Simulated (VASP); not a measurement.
# MgO (Fm-3m) in VASP: single point with r2SCAN+rVV10

Aim: the single point of MgO with r2SCAN+rVV10.

Program: VASP 6.6.1. These are calculated values, not measurements. Logs are shortened: lines on timing, memory, paths and dates and some standing lists are left out, and cuts for length are marked.

### Step 1. The cell of the first run

The structure is cubic, space group Fm-3m (No. 225). The conventional cell has a = 4.198 Å, b = 4.198 Å, c = 4.198 Å, α = 90.00°, β = 90.00°, γ = 90.00°. Mg (site symmetry m-3m) has 6 O at 2.10 Å within 2.8 Å. O (site symmetry m-3m) has 6 Mg at 2.10 Å within 2.8 Å.

### Step 2. Single point, r2SCAN+rVV10

The input, POSCAR:

```
MgO
1.0
    0.0000000000      2.0992477386      2.0992477386
    2.0992477386      0.0000000000      2.0992477386
    2.0992477386      2.0992477386      0.0000000000
Mg O
1 1
Direct
    0.0000000000      0.0000000000      0.0000000000
    0.5000000000      0.5000000000      0.5000000000
```

The input, INCAR.step1:

```
PREC = Accurate
ENCUT = 660
ISMEAR = 0
SIGMA = 0.02
LREAL = F
LASPH = T
NELM = 120
NBANDS = 11
GGA = PE
ALGO = Normal
EDIFF = 1E-5
LWAVE = T
LCHARG = F
GGA_COMPAT = F
```

The input, INCAR.step2:

```
PREC = Accurate
ENCUT = 660
EDIFF = 1E-6
ISMEAR = 0
SIGMA = 0.02
LREAL = F
LASPH = T
NELM = 120
ALGO = Normal
ISIF = 2
LWAVE = F
LCHARG = F
METAGGA = R2SCAN
LMIXTAU = T
LUSE_VDW = T
IVDW_NL = 2
BPARAM = 11.95
CPARAM = 0.0093
NBANDS = 11
ISTART = 1
GGA_COMPAT = F
```

The input, KPOINTS:

```
regular mesh
0
Gamma
  10 10 10
```

Potentials or basis: VASP PAW PBE potentials, release 64 (Mg, O).

Command:

```sh
$ cat potpaw_PBE.64/Mg/POTCAR potpaw_PBE.64/O/POTCAR > POTCAR
$ cp INCAR.step1 INCAR
$ mpirun -np 1 vasp_std > vasp.out
$ cp INCAR.step2 INCAR
$ mpirun -np 1 vasp_std > vasp.out
```

OUTCAR:

```text
PREC = Accurate
   ENCUT = 660
   EDIFF = 1E-6
   ISMEAR = 0
   LREAL = F
   LASPH = T
   NELM = 120
   ISIF = 2
   METAGGA = R2SCAN
   IVDW_NL = 2
   BPARAM = 11.95
   ISTART = 1

 ion  position               nearest neighbor table
   1  0.000  0.000  0.000-   2 2.10   2 2.10   2 2.10   2 2.10   2 2.10   2 2.10
   2  0.500  0.500  0.500-   1 2.10   1 2.10   1 2.10   1 2.10   1 2.10   1 2.10

  LATTYP: Found a face centered cubic cell.
 ALAT       =     4.1984954772

  Lattice vectors:

 A1 = (   0.0000000000,   2.0992477386,   2.0992477386)
 A2 = (   2.0992477386,   0.0000000000,   2.0992477386)
 A3 = (   2.0992477386,   2.0992477386,   0.0000000000)

Analysis of symmetry for initial positions (statically):
=====================================================================
 Subroutine PRICEL returns:
 Original cell was already a primitive cell.

 Routine SETGRP: Setting up the symmetry group for a
 face centered cubic supercell.

 Subroutine GETGRP returns: Found 48 space group operations
 (whereof 48 operations were pure point group operations)
 out of a pool of 48 trial point group operations.

The static configuration has the point symmetry O_h .

Analysis of symmetry for dynamics (positions and initial velocities):
=====================================================================
 Subroutine PRICEL returns:
 Original cell was already a primitive cell.

 Routine SETGRP: Setting up the symmetry group for a
 face centered cubic supercell.

 Subroutine GETGRP returns: Found 48 space group operations
 (whereof 48 operations were pure point group operations)
 out of a pool of 48 trial point group operations.

The dynamic configuration has the point symmetry O_h .

 Subroutine INISYM returns: Found 48 space group operations
 (whereof 48 operations are pure point group operations),
 and found     1 'primitive' translations

----------------------------------------------------------------------------------------

                                     Primitive cell

  volume of cell :      18.5021

  direct lattice vectors                    reciprocal lattice vectors
     0.000000000  2.099247739  2.099247739    -0.238180559  0.238180559  0.238180559
     2.099247739  0.000000000  2.099247739     0.238180559 -0.238180559  0.238180559
     2.099247739  2.099247739  0.000000000     0.238180559  0.238180559 -0.238180559

  length of vectors
     2.968784623  2.968784623  2.968784623     0.412540830  0.412540830  0.412540830

  position of ions in fractional coordinates (direct lattice)
     0.000000000  0.000000000  0.000000000
     0.500000000  0.500000000  0.500000000

  ion indices of the primitive-cell ions
   primitive index   ion index
                 1           1
                 2           2

----------------------------------------------------------------------------------------

 KPOINTS: regular mesh

Automatic generation of k-mesh.
 Grid dimensions read from file:
 generate k-points for:   10   10   10

 Generating k-lattice:

  Cartesian coordinates                     Fractional coordinates (reciprocal lattice)
    -0.023818056  0.023818056  0.023818056     0.100000000  0.000000000  0.000000000
     0.023818056 -0.023818056  0.023818056     0.000000000  0.100000000  0.000000000
     0.023818056  0.023818056 -0.023818056     0.000000000  0.000000000  0.100000000

  Length of vectors
     0.041254083  0.041254083  0.041254083

  Shift w.r.t. Gamma in fractional coordinates (k-lattice)
     0.000000000  0.000000000  0.000000000

 Subroutine IBZKPT returns following result:
 ===========================================

 Found     47 irreducible k-points:

 Following reciprocal coordinates:
            Coordinates               Weight
  0.000000  0.000000  0.000000      1.000000
  0.100000  0.000000  0.000000      8.000000
  0.200000  0.000000  0.000000      8.000000
  0.300000  0.000000  0.000000      8.000000
  0.400000  0.000000  0.000000      8.000000
  0.500000  0.000000  0.000000      4.000000
[... 16 lines left out ...]
  0.300000  0.300000  0.000000      6.000000
  0.400000  0.300000  0.000000     24.000000
 [... further k-points ...]
   k-points           NKPTS =     47   k-points in BZ     NKDIM =     47   number of bands    NBANDS=     11
   number of dos      NEDOS =    301   number of ions     NIONS =      2
   total plane-waves  NPLWV =  21952
   dimension x,y,z NGX =    28 NGY =   28 NGZ =   28
   dimension x,y,z NGXF=    56 NGYF=   56 NGZF=   56
   ions per type =               1   1
   NGX,Y,Z   is equivalent  to a cutoff of  15.68, 15.68, 15.68 a.u.
   NGXF,Y,Z  is equivalent  to a cutoff of  31.36, 31.36, 31.36 a.u.
 SYSTEM =  unknown system
   PREC   = accura    normal or accurate (medium, high low for compatibility)
   ISTART =      1    job   : 0-new  1-cont  2-samecut
   ICHARG =      0    charge: 1-file 2-atom 10-const
   ISPIN  =      1    spin polarized calculation?
   LNONCOLLINEAR =      F non collinear calculations
   LSORBIT =      F    spin-orbit coupling
   LASPH  =      T    aspherical Exc in radial PAW
   ENCUT  =  660.0 eV  48.51 Ry    6.96 a.u.   6.22  6.22  6.22*2*pi/ulx,y,z
   NELM   =    120;   NELMIN=  2; NELMDL=  0     # of ELM steps
   EDIFF  = 0.1E-05   stopping-criterion for ELM
   LREAL  =      F    real-space projection
   EDIFFG = 0.1E-04   stopping-criterion for IOM
   NSW    =      0    number of steps for IOM
   IBRION =     -1    ionic relax: 0-MD 1-quasi-New 2-CG
   NFREE  =      0    steps in history (QN), initial steepest desc. (CG)
   ISIF   =      2    stress and relaxation
   ISYM   =      2    0-nonsym 1-usesym 2-fastsym
   POTIM  = 0.5000    time-step for ionic-motion
   TEBEG  =    0.0;   TEEND  =   0.0 temperature during run
   PSTRESS=    0.0 pullay stress
   NELECT =       8.0000    total number of electrons
   NUPDOWN=      -1.0000    fix difference up-down
   EMIN   =  10.00;   EMAX   =-10.00  energy-range for DOS
   EFERMI =   0.00;   METHOD = LEGACY
   ISMEAR =     0;   SIGMA  =   0.02  broadening in eV -4-tet -1-fermi 0-gaus
   EFERMI_NEDOS =   21; number of points for ismear=-14 and -15
   IALGO  =     38    algorithm
   IMIX   =      4    mixing-type and parameters
     AMIX     =   0.40;   BMIX     =  1.00
     AMIX_MAG =   1.60;   BMIX_MAG =  1.00
  volume/ion in A,a.u.               =       9.25        62.43
  Fermi-wavevector in a.u.,A,eV,Ry     =   1.237935  2.339358 20.850694  1.532483
  Thomas-Fermi vector in A             =   2.372481
   LORBIT       =      0    0 simple, 1 ext, 2 COOP (PROOUT), +10 PAW based schemes
   METAGGA = R2SCAN    functional components
   LHFCALC =     F    Hartree Fock is set to
   AEXX    =    0.0000 exact exchange contribution
   IVDW_NL    =     2    kernel type
   BPARAM     =11.9500
   IVDW    =     0    specifies the selected vdW correction
   LEPSILON=     F    determine dielectric tensor
   LRPA    =     F    only Hartree local field effects (RPA)
 non-spin polarized calculation
 Gauss-broadening in eV      SIGMA  =   0.02
  energy-cutoff  :      660.00
  volume of cell :       18.50
 maximum number of plane-waves:       728
 NGX is ok and might be reduce to    28
   NGX = 13   NGY = 13   NGZ = 13

 number of electron       7.9999999 magnetization

 Free energy of the ion-electron system (eV)
  ---------------------------------------------------
  ext. energy  EPLUGINS =         0.00000000
  ---------------------------------------------------
  free energy    TOTEN  =       -15.89577846 eV

  energy without entropy =      -15.89577846  energy(sigma->0) =      -15.89577846

 E-fermi :   2.9862     XC(G=0): -11.6835

 val. band max:        2.8331584041   @ k =   0.0000   0.0000   0.0000
 cond. band min:       8.4962406360   @ k =   0.0000   0.0000   0.0000
 fundamental gap:      5.6630822320
 Fermi energy:         2.9862314682

 k-point     1 :       0.0000    0.0000    0.0000
  band No.  band energies     occupation
      1     -15.4189      2.00000
      2       2.8332      2.00000
      3       2.8332      2.00000
      4       2.8332      2.00000
      5       8.4962      0.00000
      6      19.6879      0.00000
      7      19.6879      0.00000
      8      19.6879      0.00000
      9      23.8353      0.00000
     10      25.6556      0.00000
     11      25.6556      0.00000

 k-point     2 :       0.1000    0.0000    0.0000
  band No.  band energies     occupation
      1     -15.3131      2.00000
      2       2.1989      2.00000
      3       2.7625      2.00000
      4       2.7625      2.00000
      5       9.1135      0.00000
      6      18.4381      0.00000
      7      19.9443      0.00000
      8      19.9443      0.00000
      9      24.9475      0.00000
     10      24.9475      0.00000
     11      25.5517      0.00000

 k-point     3 :       0.2000    0.0000    0.0000
  band No.  band energies     occupation
      1     -15.0227      2.00000
      2       0.8684      2.00000
      3       2.5831      2.00000
      4       2.5831      2.00000
      5      10.3276      0.00000
      6      16.9300      0.00000
      7      20.4739      0.00000
      8      20.4739      0.00000
      9      24.2506      0.00000
     10      24.2506      0.00000
     11      26.6795      0.00000
[... 267 lines left out ...]
 k-point    23 :       0.3000    0.3000    0.0000
  band No.  band energies     occupation
      1     -14.4326      2.00000
      2      -0.3494      2.00000
      3       1.8667      2.00000
      4       1.8667      2.00000
      5      12.7442      0.00000
      6      14.1850      0.00000
      7      18.5258      0.00000
      8      22.1153      0.00000
      9      22.1153      0.00000
     10      28.4163      0.00000
     11      31.9793      0.00000

 k-point    24 :       0.4000    0.3000    0.0000
  band No.  band energies     occupation
      1     -14.1886      2.00000
      2      -0.7896      2.00000
      3       1.4962      2.00000
      4       1.7134      2.00000
      5      13.4684      0.00000
      6      13.9746      0.00000
      7      17.6798      0.00000
      8      22.4023      0.00000
      9      22.6255      0.00000
     10      29.2220      0.00000
     11      31.4885      0.00000

 [... further k-points ...]

------------------------ aborting loop because EDIFF is reached ----------------------------------------

  FORCE on cell =-STRESS in cart. coord.  units (eV):
  Direction    XX          YY          ZZ          XY          YZ          ZX
  --------------------------------------------------------------------------------------
  -------------------------------------------------------------------------------------
  Total       -0.2015682     -0.2015682     -0.2015682     -0.0000000     -0.0000000      0.0000000
  in kB      -17.4546627    -17.4546627    -17.4546627     -0.0000000     -0.0000000      0.0000000
  external PRESSURE =     -17.4546627 kB  Pullay stress =       0.0000000 kB

 VOLUME and BASIS-vectors are now :
 -----------------------------------------------------------------------------
  energy-cutoff  :      660.00
  volume of cell :       18.50
      direct lattice vectors                 reciprocal lattice vectors
     0.000000000  2.099247739  2.099247739    -0.238180559  0.238180559  0.238180559
     2.099247739  0.000000000  2.099247739     0.238180559 -0.238180559  0.238180559
     2.099247739  2.099247739  0.000000000     0.238180559  0.238180559 -0.238180559

 POSITION                                       TOTAL-FORCE (eV/Angst)
 -----------------------------------------------------------------------------------
      0.00000      0.00000      0.00000        -0.000000     -0.000000     -0.000000
      2.09925      2.09925      2.09925         0.000000      0.000000      0.000000
 -----------------------------------------------------------------------------------
    total drift:                                0.000000      0.000000      0.000000

  FREE ENERGIE OF THE ION-ELECTRON SYSTEM (eV)
  ---------------------------------------------------
  free  energy   TOTEN  =       -15.8957784626 eV

  energy  without entropy=      -15.8957784626  energy(sigma->0) =      -15.89577846
```

Run time: 93 s. Hardware: 1 thread of AMD EPYC 7R43 (Zen 3), shared host; peak memory 0.23 GiB.

What came out:

- Free energy: -15.8958 eV
- Pressure: -1.7 GPa
- Band gap on the k mesh: 5.66 eV

Caveat: the PAW data sets were made with another functional, which shifts forces and pressure a little.
